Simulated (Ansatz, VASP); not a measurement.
Two plane-wave programs on NbAs

```
Nb As
1.0
     0.00000    2.91943    2.91943
     2.91943    0.00000    2.91943
     2.91943    2.91943    0.00000
Nb As
1 1
Direct
  0.00000 0.00000 0.00000
  0.25000 0.25000 0.25000
```

Alike in both runs: functional r2SCAN; k mesh 6 × 6 × 6; occupations gaussian, width 0.1 eV; collinear spin.

Ansatz relaxed the structure, and its values are those at the end. VASP's run is a single point on that final structure, the one shown.

|  | VASP | Ansatz |
| --- | --- | --- |
| version | VASP 6.6.1 | Ansatz 0.2.0 |
| potentials or method | VASP PAW PBE potentials, release 64 (Nb_sv, As), cutoff 520 eV | scalar-relativistic, plane waves, PAW |
| valence electrons in the cell | 18 | 28 |

VASP gave:

| Item | Value |
| --- | --- |
| gap on the k mesh at the Fermi level (eV) | none |
| pressure (GPa) | 0.0 |
| net moment per atom (μB) | 0.63 |
| size of the moment on the site where the two differ most (μB) | 1.03 |

Q: What did Ansatz give for the same quantities?

A: gap on the k mesh at the Fermi level (eV): none; pressure (GPa): 0.1; net moment per atom (μB): 0.63; size of the moment on the site where the two differ most (μB): 0.87.

VASP's potentials were made for PBE, not for r2SCAN. Site moments also hang on the region over which each program counts them. A gap of «none» marks a metal or a gap that the smearing closes. VASP's potentials hold 18 valence electrons a cell and Ansatz's 28, so a difference there can come from the potentials and not from the codes.
